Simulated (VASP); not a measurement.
Runs of VASP 6.6.1 on AlN. The structure is that of space group P6_3mc (No. 186), or close to it. The cells are those of the table. 

```tsv
task	cell	gap on the mesh (eV)	pressure (GPa)	largest force (eV/Å)
electric field gradients	a = 3.111, b = 3.111, c = 4.928 Å, angles 90.0, 90.0, 120.0°, 4 atoms	4.15	2.5	0.05
single point	a = 3.111, b = 3.111, c = 4.878 Å, angles 90.0, 90.0, 120.0°, 4 atoms	4.21	4.6	(b)
electric field gradients	a = 3.101, b = 3.101, c = 4.961 Å, angles 90.0, 90.0, 120.0°, 4 atoms	4.18	(c)	(a)
single point	a = 3.111, b = 3.111, c = 4.829 Å, angles 90.0, 90.0, 120.0°, 4 atoms	4.27	6.8	0.27
electric field gradients	a = 3.049, b = 3.049, c = 4.978 Å, angles 90.0, 90.0, 120.0°, 4 atoms	4.50	10.0	(d)
```

Alike in all rows: level PBEsol; potentials or basis VASP PAW PBE potentials, release 64 (Al, N); no spin polarisation; k mesh 11 × 11 × 6; cutoff (eV) 520; smearing fermi-dirac 0.02 eV.

**Question.** Estimate the missing entries.

**Answer.** (a) 0.18; (b) 0.10; (c) 2.6; (d) 0.44.

Caveats: the PAW data sets were made with another functional, which shifts forces and pressure a little.

A k mesh can miss the band edges.
